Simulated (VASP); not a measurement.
A run of VASP 6.6.1:

The input INCAR:

```
ALGO = Normal
DIPOL = 0.5 0.5 0.500
EDIFF = 1E-6
EFIELD = 0.1
ENCUT = 520
GGA = PS
IDIPOL = 3
ISIF = 2
ISMEAR = -1
LASPH = T
LCHARG = F
LDIPOL = T
LREAL = F
LWAVE = F
NBANDS = 41
NELM = 100
PREC = Accurate
SIGMA = 0.15
```

The input KPOINTS:

```
k-points
0
Gamma
  6 6 1
```

Contents of POSCAR:

```
Mo2C
1.0
    3.0560497000      0.0000000000      0.0000000000
   -1.5280248500      2.6466166800      0.0000000000
    0.0000000000      0.0000000000     20.9605837615
Mo C
4 2
Direct
    0.3333333333      0.6666666667      0.3339601645
    0.6666666667      0.3333333333      0.4447217223
    0.3333333333      0.6666666667      0.5552782777
    0.6666666667      0.3333333333      0.6660398355
    0.0000000000      0.0000000000      0.3893409434
    0.0000000000      0.0000000000      0.6106590566
```

Potentials or basis: VASP PAW PBE potentials, release 64 (Mo_sv, C).

Command:

```console
$ cat potpaw_PBE.64/Mo_sv/POTCAR potpaw_PBE.64/C/POTCAR > POTCAR
$ mpirun -np 1 vasp_std > vasp.out
```

Hardware: 1 thread of Intel(R) Xeon(R) Platinum 8488C (Sapphire Rapids) (shared host).

How long does it take, and how much memory?

It took 82 s on 1 thread of Intel(R) Xeon(R) Platinum 8488C (Sapphire Rapids), with other jobs on the host, peak memory 0.29 GiB. Counts: scf iterations 31, k points 7.
